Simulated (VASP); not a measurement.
# PbC: vibrations by perturbation theory with PBE

The system is PbC.

```
C Pb
1.0
     3.26710    0.00000    0.00000
     0.00000    3.26710    0.00000
     0.00000    0.00000    3.26710
C Pb
1 1
Direct
  0.00000 0.00000 0.00000
  0.50000 0.50000 0.50000
```

```yaml
Program: VASP 6.6.1
Task: vibrations by perturbation theory
Functional: PBE
Potentials_or_basis: VASP PAW PBE potentials, release 64 (C, Pb_d)
Cutoff: 520 eV
k_mesh: 14 × 14 × 14
Occupations: fermi-dirac, width 0.15 eV
Spin: no spin polarisation
Dipole_correction: no
Further_INCAR_settings: ALGO = Normal; EDIFF = 1e-08; IBRION = 8; NSW = 1
```

The highest phonon frequency at Γ is 0 cm⁻¹. The most unstable mode is 96i cm⁻¹.

Phonon frequencies in cm⁻¹ (negative: imaginary):
| q point | frequencies |
| --- | --- |
| (0.000, 0.000, 0.000) | -96 -96 -96 0 0 0 |

Run time: 95 s on 1 thread of Intel(R) Xeon(R) 6975P-C (Granite Rapids), with other jobs on the host, peak memory 0.38 GiB.

Caveat: some modes are imaginary.
